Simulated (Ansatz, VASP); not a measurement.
**Si: VASP beside Ansatz**

```
Si
1.0
    -3.42521    3.42521    1.86471
     3.42521   -3.42521    1.86471
     3.42521    3.42521   -1.86471
Si
4
Cartesian
  1.2249 1.2249 0.0000
  2.2003 2.2003 1.8647
  2.2003 -2.2003 1.8647
  -2.2003 2.2003 1.8647
```

Change from the starting cell: strain +0.030 along x and y, -0.030 along z, atoms carried along.

Alike in both runs: task single point; functional LDA; k mesh 10 × 10 × 10; occupations gaussian, width 0.03 eV; no spin polarisation.

```csv
,VASP,Ansatz
version,VASP 6.6.1,Ansatz 0.2.0
potentials or method,"VASP PAW LDA potentials, release 64 (Si), cutoff 520 eV","scalar-relativistic, plane waves, PAW"
valence electrons in the cell,16,16
```

|  | VASP | Ansatz | Ansatz less VASP |
| --- | --- | --- | --- |
| gap on the k mesh at the Fermi level (eV) | 0.24 | 0.24 | -0.001 |
| least direct gap on the mesh (eV) | 1.01 | 1.01 | 0.000 |
| pressure (GPa) | -3.5 | -3.6 | -0.03 |
| traceless stress, the component that is largest in VASP (GPa) | 6.33 | 6.31 | -0.020 |
| rms of the force components (eV/Å) | 0.339 | 0.339 | +0.0001 |

LDA's correlation is that of Perdew and Zunger in VASP and of Perdew and Wang (1992) in Ansatz. Atom by atom the forces differ by 0.000 eV/Å (rms over components).
